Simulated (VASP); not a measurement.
# CaIrN2 (R-3m) in VASP: further runs

Aim: see how the results for CaIrN2 move with the level of theory and the settings. Levels: BLYP, LDA, r2SCAN. Tasks: single point.

Program: VASP 6.6.1. These are calculated values, not measurements. Logs are shortened: lines on timing, memory, paths and dates and some standing lists are left out, and cuts for length are marked.

## (1) The cell of the first run

It takes space group R-3m (No. 166, trigonal). Conventional cell: a = 3.298 Å, b = 3.298 Å, c = 15.028 Å, α = 90.00°, β = 90.00°, γ = 120.00°. Within 2.8 Å of Ir (site symmetry -3m) lie 6 N at 2.13 Å. Within 3.3 Å of Ca (site symmetry -3m) lie 6 N at 2.45 Å and 6 Ir at 3.15 Å and 6 Ca at 3.30 Å. N (site symmetry 3m) has 3 Ir at 2.13 Å and 3 Ca at 2.45 Å and 3 N at 2.71 Å within 2.8 Å.

## (2) Single point, BLYP

Contents of INCAR:

```
SYSTEM = CaIrN2
AGGAC = 1.0
AGGAX = 1.0
ALDAC = 0.0
ALDAX = 1.0
ALGO = Normal
EDIFF = 1E-6
ENCUT = 700
GGA = B5
GGA_COMPAT = .False.
ISIF = 2
ISMEAR = -1
LASPH = .True.
LCHARG = .False.
LREAL = .False.
LWAVE = .False.
NBANDS = 26
NELM = 120
PREC = Accurate
SIGMA = 0.05
```

Contents of KPOINTS:

```
k-points
0
Gamma
  5 5 5
  0 0 0
```

Contents of POSCAR:

```
CaIrN2
1.0
    1.6488500006      0.9519639917      5.0094002244
   -1.6488500006      0.9519639917      5.0094002244
    0.0000000000     -1.9039279834      5.0094002244
Ir Ca N
1 1 2
Direct
    0.5000000000      0.5000000000      0.5000000000
    0.0000000000      0.0000000000      0.0000000000
    0.2308810000      0.2308810000      0.2308810000
    0.7691190000      0.7691190000      0.7691190000
```

Potentials or basis: VASP PAW PBE potentials, release 64 (Ir_sv_GW, Ca_sv, N).

Command:

```
> cat potpaw_PBE.64/Ir_sv_GW/POTCAR potpaw_PBE.64/Ca_sv/POTCAR potpaw_PBE.64/N/POTCAR > POTCAR
> mpirun -np 1 vasp_std > vasp.out
```

OUTCAR:

```text
SYSTEM = CaIrN2
   EDIFF = 1E-6
   ENCUT = 700
   GGA = B5
   ISIF = 2
   ISMEAR = -1
   LASPH = .True.
   LREAL = .False.
   NELM = 120
   PREC = Accurate

 ion  position               nearest neighbor table
   1  0.500  0.500  0.500-   3 2.13   3 2.13   4 2.13   4 2.13   3 2.13   4 2.13   2 3.15   2 3.15
                             2 3.15   2 3.15   2 3.15   2 3.15
   2  0.000  0.000  0.000-   4 2.45   4 2.45   3 2.45   3 2.45   4 2.45   3 2.45   1 3.15   1 3.15
                             1 3.15   1 3.15   1 3.15   1 3.15
   3  0.231  0.231  0.231-   1 2.13   1 2.13   1 2.13   2 2.45   2 2.45   2 2.45
   4  0.769  0.769  0.769-   1 2.13   1 2.13   1 2.13   2 2.45   2 2.45   2 2.45

  LATTYP: Found a trigonal (rhomboedric) cell.
 ALAT       =     5.3590141233
 COS(alpha) =     0.8106686681

  Lattice vectors:

 A1 = (   1.6488500006,   0.9519639917,   5.0094002244)
 A2 = (  -1.6488500006,   0.9519639917,   5.0094002244)
 A3 = (   0.0000000000,  -1.9039279834,   5.0094002244)

Analysis of symmetry for initial positions (statically):
=====================================================================
 Subroutine PRICEL returns:
 Original cell was already a primitive cell.

 Routine SETGRP: Setting up the symmetry group for a
 trigonal (rhombohedral) supercell.

 Subroutine GETGRP returns: Found 12 space group operations
 (whereof 12 operations were pure point group operations)
 out of a pool of 12 trial point group operations.

The static configuration has the point symmetry D_3d.

Analysis of symmetry for dynamics (positions and initial velocities):
=====================================================================
 Subroutine PRICEL returns:
 Original cell was already a primitive cell.

 Routine SETGRP: Setting up the symmetry group for a
 trigonal (rhombohedral) supercell.

 Subroutine GETGRP returns: Found 12 space group operations
 (whereof 12 operations were pure point group operations)
 out of a pool of 12 trial point group operations.

The dynamic configuration has the point symmetry D_3d.

 Subroutine INISYM returns: Found 12 space group operations
 (whereof 12 operations are pure point group operations),
 and found     1 'primitive' translations

----------------------------------------------------------------------------------------

                                     Primitive cell

  volume of cell :      47.1779

  direct lattice vectors                    reciprocal lattice vectors
     1.648850001  0.951963992  5.009400224     0.303241653  0.175076650  0.066541566
    -1.648850001  0.951963992  5.009400224    -0.303241653  0.175076650  0.066541566
     0.000000000 -1.903927983  5.009400224     0.000000000 -0.350153300  0.066541566

  length of vectors
     5.359014123  5.359014123  5.359014123     0.356419856  0.356419856  0.356419856

  position of ions in fractional coordinates (direct lattice)
     0.500000000  0.500000000  0.500000000
     0.000000000  0.000000000  0.000000000
     0.230881000  0.230881000  0.230881000
     0.769119000  0.769119000  0.769119000

  ion indices of the primitive-cell ions
   primitive index   ion index
                 1           1
                 2           2
                 3           3
                 4           4

----------------------------------------------------------------------------------------

 KPOINTS: k-points

Automatic generation of k-mesh.
 Grid dimensions read from file:
 generate k-points for:    5    5    5

 Generating k-lattice:

  Cartesian coordinates                     Fractional coordinates (reciprocal lattice)
     0.060648331  0.035015330  0.013308313     0.200000000 -0.000000000  0.000000000
    -0.060648331  0.035015330  0.013308313    -0.000000000  0.200000000  0.000000000
     0.000000000 -0.070030660  0.013308313     0.000000000  0.000000000  0.200000000

  Length of vectors
     0.071283971  0.071283971  0.071283971

  Shift w.r.t. Gamma in fractional coordinates (k-lattice)
     0.000000000  0.000000000  0.000000000

 Subroutine IBZKPT returns following result:
 ===========================================

 Found     19 irreducible k-points:

 Following reciprocal coordinates:
            Coordinates               Weight
  0.000000  0.000000  0.000000      1.000000
  0.200000  0.000000  0.000000      6.000000
  0.400000 -0.000000  0.000000      6.000000
  0.200000  0.200000  0.000000      6.000000
  0.400000  0.200000  0.000000     12.000000
 -0.400000  0.200000 -0.000000     12.000000
[... 11 lines left out ...]
  0.400000  0.400000  0.400000      2.000000
 -0.400000  0.400000  0.400000      6.000000
   k-points           NKPTS =     19   k-points in BZ     NKDIM =     19   number of bands    NBANDS=     26
   number of dos      NEDOS =    301   number of ions     NIONS =      4
   total plane-waves  NPLWV = 110592
   dimension x,y,z NGX =    48 NGY =   48 NGZ =   48
   dimension x,y,z NGXF=    96 NGYF=   96 NGZF=   96
   ions per type =               1   1   2
   NGX,Y,Z   is equivalent  to a cutoff of  14.89, 14.89, 14.89 a.u.
   NGXF,Y,Z  is equivalent  to a cutoff of  29.78, 29.78, 29.78 a.u.
 SYSTEM =  CaIrN2
   PREC   = accura    normal or accurate (medium, high low for compatibility)
   ISTART =      0    job   : 0-new  1-cont  2-samecut
   ICHARG =      2    charge: 1-file 2-atom 10-const
   ISPIN  =      1    spin polarized calculation?
   LNONCOLLINEAR =      F non collinear calculations
   LSORBIT =      F    spin-orbit coupling
   LASPH  =      T    aspherical Exc in radial PAW
   ENCUT  =  700.0 eV  51.45 Ry    7.17 a.u.  11.56 11.56 11.56*2*pi/ulx,y,z
   NELM   =    120;   NELMIN=  2; NELMDL= -5     # of ELM steps
   EDIFF  = 0.1E-05   stopping-criterion for ELM
   LREAL  =      F    real-space projection
[... 7 lines left out ...]
   TEBEG  =    0.0;   TEEND  =   0.0 temperature during run
   PSTRESS=    0.0 pullay stress
   NELECT =      37.0000    total number of electrons
   NUPDOWN=      -1.0000    fix difference up-down
   EMIN   =  10.00;   EMAX   =-10.00  energy-range for DOS
   EFERMI =   0.00;   METHOD = LEGACY
   ISMEAR =    -1;   SIGMA  =   0.05  broadening in eV -4-tet -1-fermi 0-gaus
   EFERMI_NEDOS =   21; number of points for ismear=-14 and -15
   IALGO  =     38    algorithm
   IMIX   =      4    mixing-type and parameters
     AMIX     =   0.40;   BMIX     =  1.00
     AMIX_MAG =   1.60;   BMIX_MAG =  1.00
  volume/ion in A,a.u.               =      11.79        79.59
  Fermi-wavevector in a.u.,A,eV,Ry     =   1.509718  2.852953 31.011061  2.279249
  Thomas-Fermi vector in A             =   2.620003
   LORBIT       =      0    0 simple, 1 ext, 2 COOP (PROOUT), +10 PAW based schemes
   GGA     = B5    functional components
   LHFCALC =     F    Hartree Fock is set to
   AEXX    =    0.0000 exact exchange contribution
   IVDW    =     0    specifies the selected vdW correction
   LEPSILON=     F    determine dielectric tensor
   LRPA    =     F    only Hartree local field effects (RPA)
 non-spin polarized calculation
  energy-cutoff  :      700.00
  volume of cell :       47.18
 maximum number of plane-waves:      2002
 NGX is ok and might be reduce to    48
   NGX = 23   NGY = 23   NGZ = 23

 number of electron      37.0000001 magnetization

 Free energy of the ion-electron system (eV)
  ---------------------------------------------------
  ext. energy  EPLUGINS =         0.00000000
  ---------------------------------------------------
  free energy    TOTEN  =       -26.46634427 eV

  energy without entropy =      -26.45180975  energy(sigma->0) =      -26.45907701

 E-fermi :   7.8778     XC(G=0): -11.6658

 val. band max:        7.8045418857   @ k =  -0.4000   0.4000   0.2000
 cond. band min:       7.9735048911   @ k =  -0.4000   0.2000  -0.0000
 fundamental gap:      0.1689630054
 Fermi energy:         7.8778095060

 k-point     1 :       0.0000    0.0000    0.0000
  band No.  band energies     occupation
      1     -84.2248      2.00000
      2     -41.2800      2.00000
      3     -41.2800      2.00000
      4     -41.2443      2.00000
      5     -31.6545      2.00000
      6     -13.0453      2.00000
[... 18 lines left out ...]
     25      13.4486      0.00000
     26      14.6197      0.00000

 k-point     2 :       0.2000    0.0000    0.0000
  band No.  band energies     occupation
      1     -84.2239      2.00000
      2     -41.3090      2.00000
      3     -41.2870      2.00000
      4     -41.2402      2.00000
      5     -31.6229      2.00000
      6     -12.9768      2.00000
[... 18 lines left out ...]
     25      14.2558      0.00000
     26      15.1708      0.00000

 k-point     3 :       0.4000   -0.0000    0.0000
  band No.  band energies     occupation
      1     -84.2225      2.00000
      2     -41.3556      2.00000
      3     -41.2984      2.00000
      4     -41.2337      2.00000
      5     -31.5711      2.00000
      6     -13.2203      2.00000
[... 18 lines left out ...]
     25      14.7916      0.00000
     26      15.2364      0.00000

 k-point     4 :       0.2000    0.2000    0.0000
  band No.  band energies     occupation
      1     -84.2239      2.00000
      2     -41.3090      2.00000
      3     -41.2870      2.00000
      4     -41.2403      2.00000
      5     -31.6228      2.00000
      6     -12.9881      2.00000
[... 18 lines left out ...]
     25      14.4993      0.00000
     26      14.9336      0.00000
[... 351 lines left out ...]
      1     -84.2225      2.00000
      2     -41.3555      2.00000
      3     -41.2984      2.00000
      4     -41.2338      2.00000
      5     -31.5714      2.00000
      6     -13.2042      2.00000
[... 18 lines left out ...]
     25      15.0255      0.00000
     26      15.4056      0.00000

 k-point    18 :       0.4000    0.4000    0.4000
  band No.  band energies     occupation
      1     -84.2247      2.00000
      2     -41.2800      2.00000
      3     -41.2800      2.00000
      4     -41.2447      2.00000
      5     -31.6524      2.00000
      6     -13.1439      2.00000
[... 18 lines left out ...]
     25      14.1827      0.00000
     26      14.5960      0.00000

 k-point    19 :      -0.4000    0.4000    0.4000
  band No.  band energies     occupation
      1     -84.2239      2.00000
      2     -41.3090      2.00000
      3     -41.2870      2.00000
      4     -41.2405      2.00000
      5     -31.6215      2.00000
      6     -13.0415      2.00000
[... 18 lines left out ...]
     25      13.8703      0.00000
     26      15.4111      0.00000

------------------------ aborting loop because EDIFF is reached ----------------------------------------

  FORCE on cell =-STRESS in cart. coord.  units (eV):
  Direction    XX          YY          ZZ          XY          YZ          ZX
  --------------------------------------------------------------------------------------
  -------------------------------------------------------------------------------------
  Total        2.3592578      2.3592578      1.9813177      0.0000000      0.0000000     -0.0000000
  in kB       80.1211780     80.1211780     67.2862085      0.0000000      0.0000000     -0.0000000
  external PRESSURE =      75.8428548 kB  Pullay stress =       0.0000000 kB

 VOLUME and BASIS-vectors are now :
 -----------------------------------------------------------------------------
  energy-cutoff  :      700.00
  volume of cell :       47.18
      direct lattice vectors                 reciprocal lattice vectors
     1.648850001  0.951963992  5.009400224     0.303241653  0.175076650  0.066541566
    -1.648850001  0.951963992  5.009400224    -0.303241653  0.175076650  0.066541566
     0.000000000 -1.903927983  5.009400224     0.000000000 -0.350153300  0.066541566

 POSITION                                       TOTAL-FORCE (eV/Angst)
 -----------------------------------------------------------------------------------
      0.00000      0.00000      7.51410         0.000000     -0.000000     -0.000000
      0.00000      0.00000      0.00000        -0.000000     -0.000000      0.000000
      0.00000      0.00000      3.46973        -0.000000     -0.000000      0.300592
      0.00000      0.00000     11.55847        -0.000000      0.000000     -0.300592
 -----------------------------------------------------------------------------------
    total drift:                                0.000000      0.000000     -0.000000

  FREE ENERGIE OF THE ION-ELECTRON SYSTEM (eV)
  ---------------------------------------------------
  free  energy   TOTEN  =       -26.4663442665 eV

  energy  without entropy=      -26.4518097514  energy(sigma->0) =      -26.45907701
```

Run time: 62 s. Hardware: 1 thread of Intel Xeon 6975P-C (Granite Rapids), shared host; peak memory 0.35 GiB.

What came out:

```
Free energy            : -26.4663 eV
Pressure               : 7.6 GPa
Largest force          : 0.301 eV/Å
Band gap on the k mesh : zero (an odd number of electrons rules out a gap without spin polarisation)
```

Forces on the atoms (eV/Å):
```
Ir   0.000  0.000  0.000
Ca   0.000  0.000  0.000
N    0.000  0.000  0.301
N    0.000  0.000 -0.301
```

Stress tensor (GPa, compression positive):
```
8.01 0.00 0.00
0.00 8.01 0.00
0.00 0.00 6.73
```

Caveat: the k points lie up to 0.45 Å⁻¹ apart, too coarse for converged energies and pressures of a metal; the PAW data sets were made with another functional, which shifts forces and pressure a little; spin-orbit coupling is left out, which moves the levels of the heavy elements; an odd number of electrons without spin polarisation forces a metal; a magnetic or distorted state may lie lower.

## (3) Single point, LDA

Contents of INCAR:

```
PREC     = Accurate       # precision mode
ENCUT    = 700            # plane-wave cutoff, eV
EDIFF    = 1E-6           # SCF threshold, eV
ISMEAR   = -1             # smearing method
SIGMA    = 0.05           # smearing width, eV
LREAL    = F              # projectors in reciprocal space
LASPH    = T              # aspherical terms in the spheres
NELM     = 120            # most SCF steps
ALGO     = Normal         # electronic algorithm
ISIF     = 2              # what is computed and relaxed
LWAVE    = F              # write WAVECAR
LCHARG   = F              # write CHGCAR
NBANDS   = 26             # bands
GGA_COMPAT= F
```

Contents of KPOINTS:

```
regular mesh
0
Gamma
  5 5 5
```

POSCAR is that of step 2.

Potentials or basis: VASP PAW LDA potentials, release 64 (Ir_sv_GW, Ca_sv, N).

Command:

```
> cat potpaw_LDA.64/Ir_sv_GW/POTCAR potpaw_LDA.64/Ca_sv/POTCAR potpaw_LDA.64/N/POTCAR > POTCAR
> mpirun -np 1 vasp_std > vasp.out
```

It took 40 s on 1 thread of Intel Xeon 6975P-C (Granite Rapids), shared host; peak memory 0.29 GiB.

It converged, with:

```yaml
Free_energy: -33.0582 eV
Pressure: -13.8 GPa
Largest_force: 0.435 eV/Å
Band_gap_on_the_k_mesh: zero (an odd number of electrons rules out a gap without spin polarisation)
```

Forces on the atoms (eV/Å):
```
Ir   0.000  0.000  0.000
Ca   0.000  0.000  0.000
N    0.000  0.000 -0.435
N    0.000  0.000  0.435
```

Stress tensor (GPa, compression positive):
```
-14.29   0.00   0.00
  0.00 -14.29   0.00
  0.00   0.00 -12.85
```

Levels at points of the mesh, in eV from the Fermi level:
```csv
k point,band 15,band 16,band 17,band 18,band 19,band 20,band 21,band 22,band 23,band 24
"(0.00, 0.00, 0.00)",-2.30,-1.22,-1.22,-0.87,-0.19,3.00,3.00,3.73,5.49,5.63
```

Caveat: the k points lie up to 0.45 Å⁻¹ apart, too coarse for converged energies and pressures of a metal; spin-orbit coupling is left out, which moves the levels of the heavy elements; an odd number of electrons without spin polarisation forces a metal; a magnetic or distorted state may lie lower.

## (4) Single point, r2SCAN

POSCAR is that of step 3.

Contents of INCAR.step1:

```
ALGO     = Normal         # electronic algorithm
EDIFF    = 1E-5           # SCF threshold, eV
ENCUT    = 770            # plane-wave cutoff, eV
GGA      = PE             # functional
GGA_COMPAT= F            
ISMEAR   = -1             # smearing method
LASPH    = T              # aspherical terms in the spheres
LCHARG   = F              # write CHGCAR
LREAL    = F              # projectors in reciprocal space
LWAVE    = T              # write WAVECAR
NBANDS   = 26             # bands
NELM     = 120            # most SCF steps
PREC     = Accurate       # precision mode
SIGMA    = 0.05           # smearing width, eV
```

Contents of INCAR.step2:

```
ALGO     = Normal         # electronic algorithm
EDIFF    = 1E-6           # SCF threshold, eV
ENCUT    = 770            # plane-wave cutoff, eV
GGA_COMPAT= F            
ISIF     = 2              # what is computed and relaxed
ISMEAR   = -1             # smearing method
ISTART   = 1            
LASPH    = T              # aspherical terms in the spheres
LCHARG   = T              # write CHGCAR
LELF     = T              # ELF
LMIXTAU  = T            
LREAL    = F              # projectors in reciprocal space
LVHAR    = T            
LWAVE    = F              # write WAVECAR
METAGGA  = R2SCAN         # meta-GGA
NBANDS   = 26             # bands
NELM     = 120            # most SCF steps
PREC     = Accurate       # precision mode
SIGMA    = 0.05           # smearing width, eV
```

Contents of KPOINTS:

```
k-points
0
Gamma
  5 5 5
```

Potentials or basis: VASP PAW PBE potentials, release 64 (Ir_sv_GW, Ca_sv, N).

Command:

```
> cat potpaw_PBE.64/Ir_sv_GW/POTCAR potpaw_PBE.64/Ca_sv/POTCAR potpaw_PBE.64/N/POTCAR > POTCAR
> cp INCAR.step1 INCAR
> mpirun -np 1 vasp_std > vasp.out
> cp INCAR.step2 INCAR
> mpirun -np 1 vasp_std > vasp.out
```

It took 4 min on 1 thread of AMD EPYC 9R45 (Zen 5), shared host; peak memory 0.41 GiB.

The run converged. Its results:

* Free energy: -79.8051 eV
* Pressure: -4.7 GPa
* Largest force: 0.138 eV/Å
* Band gap on the k mesh: zero (an odd number of electrons rules out a gap without spin polarisation)

Forces on the atoms (eV/Å):
```
Ir   0.000  0.000  0.000
Ca   0.000  0.000  0.000
N    0.000  0.000 -0.138
N    0.000  0.000  0.138
```

Stress tensor (GPa, compression positive):
```
-5.40  0.00  0.00
 0.00 -5.40  0.00
 0.00  0.00 -3.43
```

Levels at points of the mesh, in eV from the Fermi level:
| k point | band 17 | band 18 | band 19 | band 20 | band 21 | band 22 |
| --- | --- | --- | --- | --- | --- | --- |
| (0.00, 0.00, 0.00) | -1.24 | -0.89 | -0.21 | 3.40 | 3.40 | 4.24 |

Caveat: the k points lie up to 0.45 Å⁻¹ apart, too coarse for converged energies and pressures of a metal; the PAW data sets were made with another functional, which shifts forces and pressure a little; spin-orbit coupling is left out, which moves the levels of the heavy elements; an odd number of electrons without spin polarisation forces a metal; a magnetic or distorted state may lie lower.

## (5) Summary

```csv
level,potentials or basis,cutoff (eV),gap on the mesh (eV),pressure (GPa),largest force (eV/Å)
BLYP,"VASP PAW PBE potentials, release 64 (Ir_sv_GW, Ca_sv, N)",700,none,7.6,0.30
LDA,"VASP PAW LDA potentials, release 64 (Ir_sv_GW, Ca_sv, N)",700,none,-13.8,0.44
r2SCAN,"VASP PAW PBE potentials, release 64 (Ir_sv_GW, Ca_sv, N)",770,none,-4.7,0.14
```

Alike in all rows: task single point; no spin polarisation; cell as given; k mesh 5 × 5 × 5; smearing fermi-dirac 0.05 eV.

Caveats: all runs use coarse meshes; spin-orbit coupling is left out, which moves the levels of the heavy elements; an odd number of electrons without spin polarisation forces a metal; a magnetic or distorted state may lie lower; the PAW data sets were made with another functional, which shifts forces and pressure a little (at least some runs).

Absolute energies hang on the potentials; compare differences alone.

The gap in the log of VASP goes by the Fermi energy; the results here count the filled bands.